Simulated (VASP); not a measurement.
Wanted: the native input for a VASP 6.6.1 run.

```
Task                   : single point
Functional             : r2SCAN
Potentials or basis    : VASP PAW PBE potentials, release 64 (Si, Ge_d)
Cutoff                 : 520 eV
k mesh                 : 6 × 6 × 6
Occupations            : gaussian, width 0.05 eV
Spin                   : no spin polarisation
Dipole correction      : no
Further INCAR settings : ALGO = Normal; EDIFF = 1e-06; NBANDS = 31
```

Crystal: Si7Ge.

```xyz
8
Lattice="5.4680 0.0000 0.0000 0.0000 5.4680 0.0000 0.0000 0.0000 5.4680" Properties=species:S:1:pos:R:3 pbc="T T T"
Si    1.5056    1.5056    1.5056
Si   -0.1876    2.6979    2.6979
Si    2.6979    2.6979   -0.1876
Si    2.6979   -0.1876    2.6979
Si    4.0547    1.1890    4.0547
Si    4.0547    4.0547    1.1890
Si    1.1890    4.0547    4.0547
Ge    0.1516    0.1516    0.1516
```

This cell differs from its parent crystal: atoms displaced along a vibrational mode.

These files were run (other wordings do the same):

POSCAR

```
Si7Ge
1.0
    5.4679684304      0.0000000000      0.0000000000
    0.0000000000      5.4679684304      0.0000000000
    0.0000000000      0.0000000000      5.4679684304
Si Ge
7 1
Direct
    0.2753468450      0.2753468450      0.2753468450
   -0.0343141938      0.4933925784      0.4933925784
    0.4933925784      0.4933925784     -0.0343141938
    0.4933925784     -0.0343141938      0.4933925784
    0.7415320663      0.2174403203      0.7415320663
    0.7415320663      0.7415320663      0.2174403203
    0.2174403203      0.7415320663      0.7415320663
    0.0277167741      0.0277167741      0.0277167741
```

INCAR.step1

```
PREC = Accurate
ENCUT = 520
ISMEAR = 0
SIGMA = 0.05
LREAL = F
LASPH = T
NELM = 80
NBANDS = 31
GGA = PE
ALGO = Normal
EDIFF = 1E-4
LWAVE = T
LCHARG = F
```

INCAR.step2

```
PREC = Accurate
ENCUT = 520
EDIFF = 1E-6
ISMEAR = 0
SIGMA = 0.05
LREAL = F
LASPH = T
NELM = 80
ALGO = Normal
ISIF = 2
LWAVE = F
LCHARG = T
METAGGA = R2SCAN
LMIXTAU = T
LELF = T
LVHAR = T
NBANDS = 31
ISTART = 1
```

KPOINTS

```
regular mesh
0
Gamma
  6 6 6
```

Potentials or basis: VASP PAW PBE potentials, release 64 (Si, Ge_d).

Run with:

```console
$ cat potpaw_PBE.64/Si/POTCAR potpaw_PBE.64/Ge_d/POTCAR > POTCAR
$ cp INCAR.step1 INCAR
$ mpirun -np 1 vasp_std > vasp.out
$ cp INCAR.step2 INCAR
$ mpirun -np 1 vasp_std > vasp.out
```

Results of the run:

```json
{
  "Pressure": "-1.4 GPa",
  "Largest force": "1.642 eV/Å",
  "Band gap on the k mesh": "0.57 eV"
}
```

Caveat: the cell differs from its parent crystal (atoms displaced along a vibrational mode); the PAW data sets were made with another functional, which shifts forces and pressure a little.

Wall time 10 min on 1 thread of Intel Xeon 8259CL, with other jobs on the host, peak memory 0.37 GiB.
